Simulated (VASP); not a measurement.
Here is a VASP 6.6.1 calculation.

INCAR

```
SYSTEM = Au
PREC     = Accurate       ! precision mode
ENCUT    = 520            ! plane-wave cutoff, eV
EDIFF    = 1E-7           ! SCF threshold, eV
ISMEAR   = 0              ! smearing method
SIGMA    = 0.15           ! smearing width, eV
LREAL    = .False.        ! projectors in reciprocal space
LASPH    = .True.         ! aspherical terms in the spheres
NELM     = 100            ! most SCF steps
ALGO     = Fast           ! electronic algorithm
ISIF     = 2              ! what is computed and relaxed
LWAVE    = .False.        ! write WAVECAR
LCHARG   = .False.        ! write CHGCAR
GGA      = PS             ! functional
NBANDS   = 18             ! bands
```

Contents of KPOINTS:

```
Automatic mesh
0
Gamma
  18 18 10
  0 0 0
```

The input POSCAR:

```
Au
1.0
    2.8564984343      0.0000000000      0.0000000000
   -1.4282492171      2.4738002100      0.0000000000
    0.0000000000      0.0000000000      5.0264000000
Au
2
Direct
    0.3333333333      0.6666666667      0.7500000000
    0.6666666667      0.3333333333      0.2500000000
```

Potentials or basis: VASP PAW PBE potentials, release 64 (Au).

Run with:

```console
$ cat potpaw_PBE.64/Au/POTCAR > POTCAR
$ mpirun -np 1 vasp_std > vasp.out
```

Problem. Estimate the band gap on the k mesh.

Solution. Zero (bands 11 and 12 overlap by 6.70 eV).

Problem. What does it give for the pressure?

Solution. -6.0 GPa.

Stress tensor (GPa, compression positive):
```
-5.08  0.00  0.00
 0.00 -5.08  0.00
 0.00  0.00 -7.71
```

Caveat: the cell differs from its parent crystal (strain -0.015 along x and y, +0.030 along z); the cell stands under tension; the PAW data sets were made with another functional, which shifts forces and pressure a little; spin-orbit coupling is left out, which moves the levels of the heavy elements.
